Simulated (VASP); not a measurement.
# Cu in VASP: a series of runs

The runs below take Cu through single point, with LDA.

Program: VASP 6.6.1. These are calculated values, not measurements. Logs are shortened: lines on timing, memory, paths and dates and some standing lists are left out, and cuts for length are marked.

### 1 The cell of the first run

The cell holds a slab with vacuum, 6 atoms: a = 2.504 Å, b = 2.504 Å, c = 24.576 Å, α = 90.00°, β = 90.00°, γ = 120.00°.

### 2 Single point, LDA

The input, INCAR:

```
PREC = Accurate
ENCUT = 520
EDIFF = 1E-6
ISMEAR = -1
SIGMA = 0.5
LREAL = False
LASPH = True
NELM = 80
ALGO = Normal
ISIF = 2
LWAVE = False
LCHARG = False
GGA = CA
NBANDS = 42
```

The input, KPOINTS:

```
regular mesh
0
Gamma
  10 10 1
```

The input, POSCAR:

```
Cu
1.0
    2.5036582200      0.0000000000      0.0000000000
   -1.2518291100      2.1682316200      0.0000000000
    0.0000000000      0.0000000000     24.5755892700
Cu
6
Direct
    0.0000000000      0.0000000000      0.3737644500
    0.6666666700      0.3333333300      0.2896144200
    0.3333333300      0.6666666700      0.4579908600
    0.0000000000      0.0000000000      0.6262355500
    0.6666666700      0.3333333300      0.5420091400
    0.3333333300      0.6666666700      0.7103855800
```

Potentials or basis: VASP PAW LDA potentials, release 64 (Cu).

Started as:

```bash
> cat potpaw_LDA.64/Cu/POTCAR > POTCAR
> mpirun -np 1 vasp_std > vasp.out
```

OUTCAR:

```text
PREC = Accurate
   ENCUT = 520
   EDIFF = 1E-6
   ISMEAR = -1
   LREAL = False
   LASPH = True
   NELM = 80
   ISIF = 2
   GGA = CA

 ion  position               nearest neighbor table
   1  0.000  0.000  0.374-   2 2.52   2 2.52   2 2.52   3 2.52   3 2.52   3 2.52
   2  0.667  0.333  0.290-   1 2.52   1 2.52   1 2.52
   3  0.333  0.667  0.458-   5 2.52   5 2.52   5 2.52   1 2.52   1 2.52   1 2.52
   4  0.000  0.000  0.626-   6 2.52   6 2.52   6 2.52   5 2.52   5 2.52   5 2.52
   5  0.667  0.333  0.542-   3 2.52   3 2.52   3 2.52   4 2.52   4 2.52   4 2.52
   6  0.333  0.667  0.710-   4 2.52   4 2.52   4 2.52

  LATTYP: Found a hexagonal cell.
 ALAT       =     2.5036582200
 C/A-ratio  =     9.8158722599

  Lattice vectors:

 A1 = (   2.5036582200,   0.0000000000,   0.0000000000)
 A2 = (  -1.2518291100,   2.1682316200,   0.0000000000)
 A3 = (   0.0000000000,   0.0000000000,  24.5755892700)

Analysis of symmetry for initial positions (statically):
=====================================================================
 Subroutine PRICEL returns:
 Original cell was already a primitive cell.

 Routine SETGRP: Setting up the symmetry group for a
 hexagonal supercell.

 Subroutine GETGRP returns: Found 12 space group operations
 (whereof 12 operations were pure point group operations)
 out of a pool of 24 trial point group operations.

The static configuration has the point symmetry D_3d.

Analysis of symmetry for dynamics (positions and initial velocities):
=====================================================================
 Subroutine PRICEL returns:
 Original cell was already a primitive cell.

 Routine SETGRP: Setting up the symmetry group for a
 hexagonal supercell.

 Subroutine GETGRP returns: Found 12 space group operations
 (whereof 12 operations were pure point group operations)
 out of a pool of 24 trial point group operations.

The dynamic configuration has the point symmetry D_3d.

 Subroutine INISYM returns: Found 12 space group operations
 (whereof 12 operations are pure point group operations),
 and found     1 'primitive' translations

----------------------------------------------------------------------------------------

                                     Primitive cell

  volume of cell :     133.4089

  direct lattice vectors                    reciprocal lattice vectors
     2.503658220  0.000000000  0.000000000     0.399415540  0.230602670  0.000000000
    -1.251829110  2.168231620  0.000000000     0.000000000  0.461205339  0.000000000
     0.000000000  0.000000000 24.575589270     0.000000000  0.000000000  0.040690784

  length of vectors
     2.503658220  2.503658219 24.575589270     0.461205339  0.461205339  0.040690784

  position of ions in fractional coordinates (direct lattice)
     0.000000000  0.000000000  0.373764450
     0.666666670  0.333333330  0.289614420
     0.333333330  0.666666670  0.457990860
     0.000000000  0.000000000  0.626235550
     0.666666670  0.333333330  0.542009140
     0.333333330  0.666666670  0.710385580

  ion indices of the primitive-cell ions
   primitive index   ion index
                 1           1
                 2           2
                 3           3
                 4           4
                 5           5
                 6           6

----------------------------------------------------------------------------------------

 KPOINTS: regular mesh

Automatic generation of k-mesh.
 Grid dimensions read from file:
 generate k-points for:   10   10    1

 Generating k-lattice:

  Cartesian coordinates                     Fractional coordinates (reciprocal lattice)
     0.039941554  0.023060267  0.000000000     0.100000000  0.000000000  0.000000000
     0.000000000  0.046120534  0.000000000     0.000000000  0.100000000  0.000000000
     0.000000000  0.000000000  0.040690784     0.000000000  0.000000000  1.000000000

  Length of vectors
     0.046120534  0.046120534  0.040690784

  Shift w.r.t. Gamma in fractional coordinates (k-lattice)
     0.000000000  0.000000000  0.000000000

 Subroutine IBZKPT returns following result:
 ===========================================

 Found     14 irreducible k-points:

 Following reciprocal coordinates:
            Coordinates               Weight
  0.000000  0.000000  0.000000      1.000000
  0.100000  0.000000  0.000000      6.000000
  0.200000  0.000000  0.000000      6.000000
  0.300000  0.000000  0.000000      6.000000
  0.400000  0.000000  0.000000      6.000000
  0.500000  0.000000  0.000000      3.000000
  0.100000  0.100000  0.000000      6.000000
  0.200000  0.100000  0.000000     12.000000
  0.300000  0.100000  0.000000     12.000000
  0.400000  0.100000  0.000000     12.000000
  0.200000  0.200000  0.000000      6.000000
  0.300000  0.200000  0.000000     12.000000
  0.400000  0.200000  0.000000      6.000000
  0.300000  0.300000  0.000000      6.000000
   k-points           NKPTS =     14   k-points in BZ     NKDIM =     14   number of bands    NBANDS=     42
   number of dos      NEDOS =    301   number of ions     NIONS =      6
   total plane-waves  NPLWV =  76800
   dimension x,y,z NGX =    20 NGY =   20 NGZ =  192
   dimension x,y,z NGXF=    40 NGYF=   40 NGZF=  384
   ions per type =               6
   NGX,Y,Z   is equivalent  to a cutoff of  13.28, 13.28, 12.99 a.u.
   NGXF,Y,Z  is equivalent  to a cutoff of  26.56, 26.56, 25.98 a.u.
 SYSTEM =  unknown system
   PREC   = accura    normal or accurate (medium, high low for compatibility)
   ISTART =      0    job   : 0-new  1-cont  2-samecut
   ICHARG =      2    charge: 1-file 2-atom 10-const
   ISPIN  =      1    spin polarized calculation?
   LNONCOLLINEAR =      F non collinear calculations
   LSORBIT =      F    spin-orbit coupling
   LASPH  =      T    aspherical Exc in radial PAW
   ENCUT  =  520.0 eV  38.22 Ry    6.18 a.u.   4.66  4.66 45.69*2*pi/ulx,y,z
   NELM   =     80;   NELMIN=  2; NELMDL= -5     # of ELM steps
   EDIFF  = 0.1E-05   stopping-criterion for ELM
   LREAL  =      F    real-space projection
   EDIFFG = 0.1E-04   stopping-criterion for IOM
   NSW    =      0    number of steps for IOM
   IBRION =     -1    ionic relax: 0-MD 1-quasi-New 2-CG
   NFREE  =      0    steps in history (QN), initial steepest desc. (CG)
   ISIF   =      2    stress and relaxation
   ISYM   =      2    0-nonsym 1-usesym 2-fastsym
   POTIM  = 0.5000    time-step for ionic-motion
   TEBEG  =    0.0;   TEEND  =   0.0 temperature during run
   PSTRESS=    0.0 pullay stress
   NELECT =      66.0000    total number of electrons
   NUPDOWN=      -1.0000    fix difference up-down
   EMIN   =  10.00;   EMAX   =-10.00  energy-range for DOS
   EFERMI =   0.00;   METHOD = LEGACY
   ISMEAR =    -1;   SIGMA  =   0.50  broadening in eV -4-tet -1-fermi 0-gaus
   EFERMI_NEDOS =   21; number of points for ismear=-14 and -15
   IALGO  =     38    algorithm
   IMIX   =      4    mixing-type and parameters
     AMIX     =   0.40;   BMIX     =  1.00
     AMIX_MAG =   1.60;   BMIX_MAG =  1.00
  volume/ion in A,a.u.               =      22.23       150.05
  Fermi-wavevector in a.u.,A,eV,Ry     =   1.294776  2.446772 22.809412  1.676445
  Thomas-Fermi vector in A             =   2.426337
   LORBIT       =      0    0 simple, 1 ext, 2 COOP (PROOUT), +10 PAW based schemes
   GGA     = CA    functional components
   LHFCALC =     F    Hartree Fock is set to
   AEXX    =    0.0000 exact exchange contribution
   IVDW    =     0    specifies the selected vdW correction
   LEPSILON=     F    determine dielectric tensor
   LRPA    =     F    only Hartree local field effects (RPA)
 non-spin polarized calculation
  energy-cutoff  :      520.00
  volume of cell :      133.41
 maximum number of plane-waves:      3631
 NGX is ok and might be reduce to    20
   NGX =  9   NGY =  9   NGZ = 91

 number of electron      66.0000023 magnetization

 Free energy of the ion-electron system (eV)
  ---------------------------------------------------
  ext. energy  EPLUGINS =         0.00000000
  ---------------------------------------------------
  free energy    TOTEN  =       -27.95539012 eV

  energy without entropy =      -25.63657927  energy(sigma->0) =      -26.79598470

 E-fermi :   1.5494     XC(G=0):  -7.5741

 val. band max:        1.4538503369   @ k =   0.4000   0.1000   0.0000
 cond. band min:       1.5658150956   @ k =   0.4000   0.0000   0.0000
 fundamental gap:      0.1119647587
 Fermi energy:         1.5494394276

 k-point     1 :       0.0000    0.0000    0.0000
  band No.  band energies     occupation
      1      -8.1214      2.00000
      2      -7.4531      2.00000
      3      -6.4393      2.00000
      4      -5.2570      2.00000
      5      -4.3705      1.99999
      6      -4.1044      1.99998
[... 34 lines left out ...]
     41       7.5570      0.00001
     42       9.5516      0.00000

 k-point     2 :       0.1000    0.0000    0.0000
  band No.  band energies     occupation
      1      -7.7869      2.00000
      2      -7.1268      2.00000
      3      -6.1274      2.00000
      4      -4.9670      2.00000
      5      -4.1131      1.99998
      6      -3.8844      1.99996
[... 34 lines left out ...]
     41       7.8503      0.00001
     42       9.8583      0.00000

 k-point     3 :       0.2000    0.0000    0.0000
  band No.  band energies     occupation
      1      -6.8250      2.00000
      2      -6.2010      2.00000
      3      -5.2722      2.00000
      4      -4.2274      1.99998
      5      -3.5002      1.99992
      6      -3.3572      1.99989
[... 34 lines left out ...]
     41       8.7347      0.00000
     42      10.7706      0.00000

 k-point     4 :       0.3000    0.0000    0.0000
  band No.  band energies     occupation
      1      -5.4228      2.00000
      2      -4.9276      2.00000
      3      -4.2677      1.99998
      4      -3.6387      1.99994
      5      -3.1922      1.99985
      6      -3.0245      1.99979
[... 394 lines left out ...]
     41       9.7582      0.00000
     42      10.1801      0.00000

 k-point    13 :       0.4000    0.2000    0.0000
  band No.  band energies     occupation
      1      -3.4093      1.99990
      2      -3.3768      1.99989
      3      -3.1625      1.99984
      4      -3.1351      1.99983
      5      -3.0662      1.99980
      6      -2.8604      1.99970
[... 34 lines left out ...]
     41       9.3562      0.00000
     42       9.5173      0.00000

 k-point    14 :       0.3000    0.3000    0.0000
  band No.  band energies     occupation
      1      -3.0698      1.99981
      2      -3.0687      1.99981
      3      -2.9932      1.99977
      4      -2.9139      1.99973
      5      -2.8900      1.99972
      6      -2.8001      1.99967
[... 34 lines left out ...]
     41       8.1141      0.00000
     42       8.6818      0.00000

------------------------ aborting loop because EDIFF is reached ----------------------------------------

  FORCE on cell =-STRESS in cart. coord.  units (eV):
  Direction    XX          YY          ZZ          XY          YZ          ZX
  --------------------------------------------------------------------------------------
  -------------------------------------------------------------------------------------
  Total       -2.1980953     -2.1980953     -1.7391819      0.0000000      0.0000000      0.0000000
  in kB      -26.3980868    -26.3980868    -20.8867537      0.0000000      0.0000000      0.0000000
  external PRESSURE =     -24.5609757 kB  Pullay stress =       0.0000000 kB

 VOLUME and BASIS-vectors are now :
 -----------------------------------------------------------------------------
  energy-cutoff  :      520.00
  volume of cell :      133.41
      direct lattice vectors                 reciprocal lattice vectors
     2.503658220  0.000000000  0.000000000     0.399415540  0.230602670  0.000000000
    -1.251829110  2.168231620  0.000000000     0.000000000  0.461205339  0.000000000
     0.000000000  0.000000000 24.575589270     0.000000000  0.000000000  0.040690784

 POSITION                                       TOTAL-FORCE (eV/Angst)
 -----------------------------------------------------------------------------------
      0.00000      0.00000      9.18548        -0.000000      0.000000     -0.012049
      1.25183      0.72274      7.11745        -0.000000     -0.000000      0.181533
     -0.00000      1.44549     11.25540        -0.000000      0.000000     -0.042929
      0.00000      0.00000     15.39011        -0.000000     -0.000000      0.012049
      1.25183      0.72274     13.32019         0.000000      0.000000      0.042929
     -0.00000      1.44549     17.45814         0.000000      0.000000     -0.181533
 -----------------------------------------------------------------------------------
    total drift:                                0.000000      0.000000      0.000000

  FREE ENERGIE OF THE ION-ELECTRON SYSTEM (eV)
  ---------------------------------------------------
  free  energy   TOTEN  =       -27.9553901235 eV

  energy  without entropy=      -25.6365792746  energy(sigma->0) =      -26.79598470
```

Wall time 3.7 min (1 thread of AMD EPYC 7R13, shared host); peak memory 0.2 GiB.

What came out:

```yaml
Free_energy: -27.9554 eV
Largest_force: 0.182 eV/Å
Band_gap_on_the_k_mesh: zero (band 33 reaches 4.37 eV, above the bottom of band 34 at -0.39 eV)
```

Forces in eV/Å, atoms in the order of the input:
```
Cu   0.000  0.000 -0.012
Cu   0.000  0.000  0.182
Cu   0.000  0.000 -0.043
Cu   0.000  0.000  0.012
Cu   0.000  0.000  0.043
Cu   0.000  0.000 -0.182
```

### 3 Single point, LDA

Changes to INCAR since step 2:

```diff
@@ -4,3 +4,3 @@
 ISMEAR = -1
-SIGMA = 0.5
+SIGMA = 0.3
 LREAL = False
```

KPOINTS is that of step 2.

POSCAR is that of step 2.

Potentials or basis: VASP PAW LDA potentials, release 64 (Cu).

Started as:

```bash
> cat potpaw_LDA.64/Cu/POTCAR > POTCAR
> mpirun -np 1 vasp_std > vasp.out
```

It took 4.3 min on 1 thread of AMD EPYC 7R13, shared host; peak memory 0.2 GiB.

It converged, with:

- Free energy: -27.2846 eV
- Largest force: 0.247 eV/Å
- Band gap on the k mesh: zero (band 33 reaches 4.47 eV, above the bottom of band 34 at -0.23 eV)

Forces on the atoms (eV/Å):
```
Cu   0.000  0.000 -0.010
Cu   0.000  0.000  0.247
Cu   0.000  0.000 -0.053
Cu   0.000  0.000  0.010
Cu   0.000  0.000  0.053
Cu   0.000  0.000 -0.247
```

Levels at points of the mesh, in eV from the Fermi level:
```
           k point  band 31  band 32  band 33  band 34  band 35  band 36  band 37  band 38
(0.00, 0.00, 0.00)    -1.99    -1.78    -1.78    -1.73    -1.73    -0.98    -0.52     4.40
(0.50, 0.00, 0.00)    -0.57     0.25     0.86     1.22     1.48     1.52     4.26     4.94
```

### 4 Single point, LDA

The input, INCAR:

```
PREC     = Accurate       # precision mode
ENCUT    = 520            # plane-wave cutoff, eV
EDIFF    = 1E-7           # SCF threshold, eV
ISMEAR   = -1             # smearing method
SIGMA    = 0.2            # smearing width, eV
LREAL    = F              # projectors in reciprocal space
LASPH    = T              # aspherical terms in the spheres
NELM     = 80             # most SCF steps
ALGO     = Normal         # electronic algorithm
ISIF     = 2              # what is computed and relaxed
LWAVE    = F              # write WAVECAR
LCHARG   = F              # write CHGCAR
GGA      = CA             # functional
NBANDS   = 42             # bands
```

The input, KPOINTS:

```
Automatic mesh
0
Gamma
  10 10 1
```

POSCAR is that of step 3.

Started as:

```bash
> cat potpaw_LDA.64/Cu/POTCAR > POTCAR
> mpirun -np 1 vasp_std > vasp.out
```

Wall time 4.4 min (1 thread of AMD EPYC 7R13, shared host); peak memory 0.2 GiB.

It converged, with:

* Free energy: -27.1037 eV
* Largest force: 0.255 eV/Å
* Band gap on the k mesh: zero (band 33 reaches 4.49 eV, above the bottom of band 34 at -0.20 eV)

Forces in eV/Å, atoms in the order of the input:
```
Cu   0.000  0.000  0.005
Cu   0.000  0.000  0.255
Cu   0.000  0.000 -0.058
Cu   0.000  0.000 -0.005
Cu   0.000  0.000  0.058
Cu   0.000  0.000 -0.255
```

Levels at points of the mesh, in eV from the Fermi level:
| k point | band 31 | band 32 | band 33 | band 34 | band 35 | band 36 | band 37 | band 38 |
| --- | --- | --- | --- | --- | --- | --- | --- | --- |
| (0.00, 0.00, 0.00) | -1.96 | -1.76 | -1.76 | -1.71 | -1.71 | -0.98 | -0.51 | 4.40 |
| (0.50, 0.00, 0.00) | -0.55 | 0.26 | 0.88 | 1.24 | 1.49 | 1.54 | 4.29 | 4.95 |

[end of part 1 of 2]
